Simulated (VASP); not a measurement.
Runs of VASP 6.6.1 on Al4P. The structure is that of space group I4/mmm (No. 139), or close to it. The cells are those of the table. 

| task | cell | k mesh | cutoff (eV) | gap on the mesh (eV) | pressure (GPa) | relaxed volume (Å³/atom) | largest force (eV/Å) |
| --- | --- | --- | --- | --- | --- | --- | --- |
| single point | a = 5.143 Å, angles 107.8, 107.8, 112.9°, 5 atoms | 4 × 4 × 4 | 520 | none | 0.0 | - | - |
| relaxation of cell and atoms | relaxed from a = 5.143 Å, angles 107.8, 107.8, 112.9°, 5 atoms | 10 × 10 × 10 | 600 | - | 0.0 | (b) | - |
| single point | a = 4.895 Å, angles 112.8, 112.8, 103.1°, 5 atoms | 4 × 4 × 4 | 520 | none | 24.5 | - | 3.57 |
| single point | a = 5.137 Å, angles 107.7, 107.7, 113.0°, 5 atoms | 10 × 10 × 10 | 520 | none | (a) | - | 0.01 |
| relaxation of cell and atoms | relaxed from a = 4.895 Å, angles 112.8, 112.8, 103.1°, 5 atoms | 4 × 4 × 4 | 600 | - | 0.0 | 20.91 | 0.02 |

Alike in all rows: level PBE; potentials or basis VASP PAW PBE potentials, release 64 (Al, P); no spin polarisation; smearing gaussian 0.1 eV.

Q: Fill in the values left out.

A: (a) -0.1; (b) 20.80.

Caveats: some runs use coarse meshes; the bands computed are all filled at some k points, so no gap is given (some runs); forces of over 1 eV/Å act on the atoms, so gaps and moduli don't describe the material at rest (some runs); the volume moved by over 15 % at a fixed basis, so the end points are rough (some runs).

A gap of «none» marks levels without a gap at the run's occupations.
